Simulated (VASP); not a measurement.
# TaC (Fm-3m) in VASP: single point with PBE

Aim: the single point of TaC with PBE.

Everything below comes from runs of VASP 6.6.1. Logs are shortened: lines on timing, memory, paths and dates and some standing lists are left out, and cuts for length are marked.

### 1 The cell of the first run

Symmetry: Fm-3m, No. 225, cubic system. Conventional cell: a = 4.475 Å, b = 4.475 Å, c = 4.475 Å, α = 90.00°, β = 90.00°, γ = 90.00°. Within 3.0 Å of Ta (site symmetry m-3m) lie 6 C at 2.24 Å. Within 3.0 Å of C (site symmetry m-3m) lie 6 Ta at 2.24 Å.

### 2 Single point, PBE

Contents of INCAR:

```
SYSTEM = TaC
ALGO     = Normal         ! electronic algorithm
EDIFF    = 1E-6           ! SCF threshold, eV
ENCUT    = 600            ! plane-wave cutoff, eV
GGA      = PE             ! functional
GGA_COMPAT= .False.      
ISIF     = 2              ! what is computed and relaxed
ISMEAR   = 0              ! smearing method
LASPH    = .True.         ! aspherical terms in the spheres
LCHARG   = .False.        ! write CHGCAR
LREAL    = .False.        ! projectors in reciprocal space
LWAVE    = .False.        ! write WAVECAR
NBANDS   = 14             ! bands
NELM     = 120            ! most SCF steps
PREC     = Accurate       ! precision mode
SIGMA    = 0.1            ! smearing width, eV
```

Contents of KPOINTS:

```
k-points
0
Gamma
  16 16 16
  0 0 0
```

Contents of POSCAR:

```
TaC
1.0
    0.0000000000      2.2377114725      2.2377114725
    2.2377114725      0.0000000000      2.2377114725
    2.2377114725      2.2377114725      0.0000000000
Ta C
1 1
Direct
    0.0000000000      0.0000000000      0.0000000000
    0.5000000000      0.5000000000      0.5000000000
```

Potentials or basis: VASP PAW PBE potentials, release 64 (Ta_pv, C).

Command:

```console
$ cat potpaw_PBE.64/Ta_pv/POTCAR potpaw_PBE.64/C/POTCAR > POTCAR
$ mpirun -np 1 vasp_std > vasp.out
```

OUTCAR:

```text
SYSTEM = TaC
   EDIFF = 1E-6
   ENCUT = 600
   GGA = PE
   ISIF = 2
   ISMEAR = 0
   LASPH = .True.
   LREAL = .False.
   NELM = 120
   PREC = Accurate

 ion  position               nearest neighbor table
   1  0.000  0.000  0.000-   2 2.24   2 2.24   2 2.24   2 2.24   2 2.24   2 2.24
   2  0.500  0.500  0.500-   1 2.24   1 2.24   1 2.24   1 2.24   1 2.24   1 2.24

  LATTYP: Found a face centered cubic cell.
 ALAT       =     4.4754229450

  Lattice vectors:

 A1 = (   0.0000000000,   2.2377114725,   2.2377114725)
 A2 = (   2.2377114725,   0.0000000000,   2.2377114725)
 A3 = (   2.2377114725,   2.2377114725,   0.0000000000)

Analysis of symmetry for initial positions (statically):
=====================================================================
 Subroutine PRICEL returns:
 Original cell was already a primitive cell.

 Routine SETGRP: Setting up the symmetry group for a
 face centered cubic supercell.

 Subroutine GETGRP returns: Found 48 space group operations
 (whereof 48 operations were pure point group operations)
 out of a pool of 48 trial point group operations.

The static configuration has the point symmetry O_h .

Analysis of symmetry for dynamics (positions and initial velocities):
=====================================================================
 Subroutine PRICEL returns:
 Original cell was already a primitive cell.

 Routine SETGRP: Setting up the symmetry group for a
 face centered cubic supercell.

 Subroutine GETGRP returns: Found 48 space group operations
 (whereof 48 operations were pure point group operations)
 out of a pool of 48 trial point group operations.

The dynamic configuration has the point symmetry O_h .

 Subroutine INISYM returns: Found 48 space group operations
 (whereof 48 operations are pure point group operations),
 and found     1 'primitive' translations

----------------------------------------------------------------------------------------

                                     Primitive cell

  volume of cell :      22.4100

  direct lattice vectors                    reciprocal lattice vectors
     0.000000000  2.237711473  2.237711473    -0.223442569  0.223442569  0.223442569
     2.237711473  0.000000000  2.237711473     0.223442569 -0.223442569  0.223442569
     2.237711473  2.237711473  0.000000000     0.223442569  0.223442569 -0.223442569

  length of vectors
     3.164601913  3.164601913  3.164601913     0.387013882  0.387013882  0.387013882

  position of ions in fractional coordinates (direct lattice)
     0.000000000  0.000000000  0.000000000
     0.500000000  0.500000000  0.500000000

  ion indices of the primitive-cell ions
[... 89 lines left out ...]
   EFERMI =   0.00;   METHOD = LEGACY
   ISMEAR =     0;   SIGMA  =   0.10  broadening in eV -4-tet -1-fermi 0-gaus
   EFERMI_NEDOS =   21; number of points for ismear=-14 and -15
   IALGO  =     38    algorithm
   IMIX   =      4    mixing-type and parameters
     AMIX     =   0.40;   BMIX     =  1.00
     AMIX_MAG =   1.60;   BMIX_MAG =  1.00
  volume/ion in A,a.u.               =      11.21        75.62
  Fermi-wavevector in a.u.,A,eV,Ry     =   1.432049  2.706180 27.902337  2.050764
  Thomas-Fermi vector in A             =   2.551719
   LORBIT       =      0    0 simple, 1 ext, 2 COOP (PROOUT), +10 PAW based schemes
   GGA     = PE    functional components
   LHFCALC =     F    Hartree Fock is set to
   AEXX    =    0.0000 exact exchange contribution
   IVDW    =     0    specifies the selected vdW correction
   LEPSILON=     F    determine dielectric tensor
   LRPA    =     F    only Hartree local field effects (RPA)
 non-spin polarized calculation
 Gauss-broadening in eV      SIGMA  =   0.10
  energy-cutoff  :      600.00
  volume of cell :       22.41
 maximum number of plane-waves:       758
 NGX is ok and might be reduce to    28
   NGX = 13   NGY = 13   NGZ = 13

 number of electron      15.0000000 magnetization

 Free energy of the ion-electron system (eV)
  ---------------------------------------------------
  ext. energy  EPLUGINS =         0.00000000
  ---------------------------------------------------
  free energy    TOTEN  =       -22.20880119 eV

  energy without entropy =      -22.20714949  energy(sigma->0) =      -22.20797534

 E-fermi :   8.2381     XC(G=0): -13.1315

 val. band max:        8.2121251723   @ k =   0.4375   0.1875   0.0625
 cond. band min:       8.2585581880   @ k =   0.1250   0.0625   0.0000
 fundamental gap:      0.0464330158
 Fermi energy:         8.2380653102

 k-point     1 :       0.0000    0.0000    0.0000
  band No.  band energies     occupation
      1     -26.8536      2.00000
      2     -26.8536      2.00000
      3     -26.8536      2.00000
      4      -6.4646      2.00000
      5       6.9488      2.00000
      6       6.9488      2.00000
      7       6.9488      2.00000
      8       7.7875      2.00000
      9       7.7875      2.00000
     10       7.7875      2.00000
     11       8.8962      0.00000
     12       8.8962      0.00000
     13      14.6738      0.00000
     14      18.2935      0.00000
[... 377 lines left out ...]
      1     -26.9187      2.00000
      2     -26.8720      2.00000
      3     -26.8558      2.00000
      4      -6.1794      2.00000
      5       5.8340      2.00000
      6       6.0304      2.00000
      7       6.1539      2.00000
      8       7.1147      2.00000
      9       8.0001      1.99924
     10       8.5779      0.00000
     11       9.8526      0.00000
     12      10.9655      0.00000
     13      15.2457      0.00000
     14      19.0072      0.00000

 [... further k-points ...]

------------------------ aborting loop because EDIFF is reached ----------------------------------------

  FORCE on cell =-STRESS in cart. coord.  units (eV):
  Direction    XX          YY          ZZ          XY          YZ          ZX
  --------------------------------------------------------------------------------------
  -------------------------------------------------------------------------------------
  Total        0.0780451      0.0780451      0.0780451      0.0000000     -0.0000000      0.0000000
  in kB        5.5797366      5.5797366      5.5797366      0.0000000     -0.0000000      0.0000000
  external PRESSURE =       5.5797366 kB  Pullay stress =       0.0000000 kB

 VOLUME and BASIS-vectors are now :
 -----------------------------------------------------------------------------
  energy-cutoff  :      600.00
  volume of cell :       22.41
      direct lattice vectors                 reciprocal lattice vectors
     0.000000000  2.237711473  2.237711473    -0.223442569  0.223442569  0.223442569
     2.237711473  0.000000000  2.237711473     0.223442569 -0.223442569  0.223442569
     2.237711473  2.237711473  0.000000000     0.223442569  0.223442569 -0.223442569

 POSITION                                       TOTAL-FORCE (eV/Angst)
 -----------------------------------------------------------------------------------
      0.00000      0.00000      0.00000         0.000000     -0.000000     -0.000000
      2.23771      2.23771      2.23771         0.000000      0.000000      0.000000
 -----------------------------------------------------------------------------------
    total drift:                                0.000000      0.000000      0.000000

  FREE ENERGIE OF THE ION-ELECTRON SYSTEM (eV)
  ---------------------------------------------------
  free  energy   TOTEN  =       -22.2088011943 eV

  energy  without entropy=      -22.2071494924  energy(sigma->0) =      -22.20797534
```

stdout:

```text
POSCAR found type information on POSCAR TaC
 POSCAR found :  2 types and       2 ions
 scaLAPACK will be used
 LDA part: xc-table for (Slater+PW92), standard interpolation
 POSCAR, INCAR and KPOINTS ok, starting setup
 FFT: planning ... GRIDC
 FFT: planning ... GRID_SOFT
 FFT: planning ... GRID
 WAVECAR not read
 entering main loop
```

Run time: 49 s. Hardware: 1 thread of Intel Xeon Platinum 8259CL at 2.50GHz (Skylake/Cascade Lake), shared host; peak memory 0.2 GiB.

Results:

* Free energy: -22.2088 eV
* Pressure: 0.6 GPa
* Band gap on the k mesh: zero (an odd number of electrons rules out a gap without spin polarisation)

Levels at points of the mesh, in eV from the Fermi level:
| k point | band 6 | band 7 | band 8 | band 9 | band 10 | band 11 |
| --- | --- | --- | --- | --- | --- | --- |
| (0.00, 0.00, 0.00) | -1.29 | -1.29 | -0.45 | -0.45 | -0.45 | 0.66 |
| (0.50, 0.00, 0.00) | -5.39 | -5.39 | 2.69 | 2.69 | 3.65 | 5.37 |
| (0.50, 0.50, 0.00) | -4.45 | -1.75 | -1.75 | 2.58 | 4.03 | 4.03 |

Caveat: spin-orbit coupling is left out, which moves the levels of the heavy elements.
